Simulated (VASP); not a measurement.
Here is a VASP 6.6.1 calculation.

Contents of INCAR:

```
ALGO = Fast
EDIFF = 1E-6
ENCUT = 520
GGA = PS
ISIF = 2
ISMEAR = 0
LASPH = True
LCHARG = False
LREAL = False
LWAVE = False
NBANDS = 12
NELM = 60
PREC = Accurate
SIGMA = 0.15
```

Contents of KPOINTS:

```
k-points
0
Gamma
  20 20 20
```

Contents of POSCAR:

```
Ta
1.0
   -1.7008184000      1.7008184000      1.6512800000
    1.7008184000     -1.7008184000      1.6512800000
    1.7008184000      1.7008184000     -1.6512800000
Ta
1
Direct
    0.0000000000      0.0000000000      0.0000000000
```

Potentials or basis: VASP PAW PBE potentials, release 64 (Ta_pv).

The run is started by

```sh
$ cat potpaw_PBE.64/Ta_pv/POTCAR > POTCAR
$ mpirun -np 1 vasp_std > vasp.out
```

(1) Predict the pressure.

Results:

(1) -13.9 GPa.

Caveat: the cell differs from its parent crystal (strain +0.0300 x Voigt [1, 1, 0, 0, 0, 0]); the PAW data sets were made with another functional, which shifts forces and pressure a little.
